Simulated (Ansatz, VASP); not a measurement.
# AlMo2As3: VASP beside Ansatz

File INCAR:

```
SYSTEM = AlMo2As3
  ALGO = Normal
  EDIFF = 1E-6
  ENCUT = 520
  GGA = PE
  ISIF = 2
  ISMEAR = 0
  LASPH = .True.
  LCHARG = .False.
  LREAL = .False.
  LWAVE = .False.
  NBANDS = 32
  NELM = 80
  PREC = Accurate
  SIGMA = 0.1
```

KPOINTS

```
k-points
0
Gamma
  3 3 6
  0 0 0
```

Contents of POSCAR:

```
AlMo2As3
1.0
    5.9771554100      0.0000000000      0.0000000000
   -2.9885777000      5.1763684200      0.0000000000
    0.0000000000      0.0000000000      3.6581300300
Al Mo As
1 2 3
Direct
    0.0000000000      0.0000000000      0.0000000000
    0.3333333300      0.6666666700      0.0000000000
    0.6666666700      0.3333333300      0.0000000000
    0.5000000000      0.0000000000      0.5000000000
    0.5000000000      0.5000000000      0.5000000000
    0.0000000000      0.5000000000      0.5000000000
```

Input for Ansatz:

```yaml
crystal:
  lattice:
    - [5.97715541, 0.0, 0.0]
    - [-2.9885777, 5.17636842, 0.0]
    - [0.0, 0.0, 3.65813003]
  atoms:
    - { symbol: Al, position: [0.0, 0.0, 0.0] }
    - { symbol: Mo, position: [0.33333333, 0.66666667, 0.0] }
    - { symbol: Mo, position: [0.66666667, 0.33333333, 0.0] }
    - { symbol: As, position: [0.5, 0.0, 0.5] }
    - { symbol: As, position: [0.5, 0.5, 0.5] }
    - { symbol: As, position: [0.0, 0.5, 0.5] }
basis:
  ecutwfc: 420
kpoints:
  mp_grid: { grid: [3, 3, 6] }
hamiltonian:
  xc: pbe
scf:
  occupations: { method: gaussian, width: 0.1 }
  lower_state_search: "off"
output:
  forces: true
  stress: true
  eigenvalues: true
```

Change from the starting cell: species swapped into the LuCo3B2 type (P6/mmm, No. 191).

Alike in both runs: task single point; functional PBE; k mesh 3 × 3 × 6; occupations gaussian, width 0.1 eV; no spin polarisation.

|  | VASP | Ansatz |
| --- | --- | --- |
| version | VASP 6.6.1 | Ansatz 0.2.0 |
| potentials or method | VASP PAW PBE potentials, release 64 (Al, Mo_sv, As), cutoff 520 eV | scalar-relativistic, plane waves, PAW |
| valence electrons in the cell | 46 | 76 |

|  | VASP | Ansatz | Ansatz less VASP |
| --- | --- | --- | --- |
| gap on the k mesh at the Fermi level (eV) | none | none | - |
| pressure (GPa) | 5.7 | 5.4 | -0.26 |
| traceless stress, the component that is largest in VASP (GPa) | 5.93 | 5.82 | -0.117 |

A gap of «none» marks a metal or a gap that the smearing closes. VASP's potentials hold 46 valence electrons a cell and Ansatz's 76, so a difference there can come from the potentials and not from the codes.

The k mesh is coarse, so the values compare programs but aren't converged.
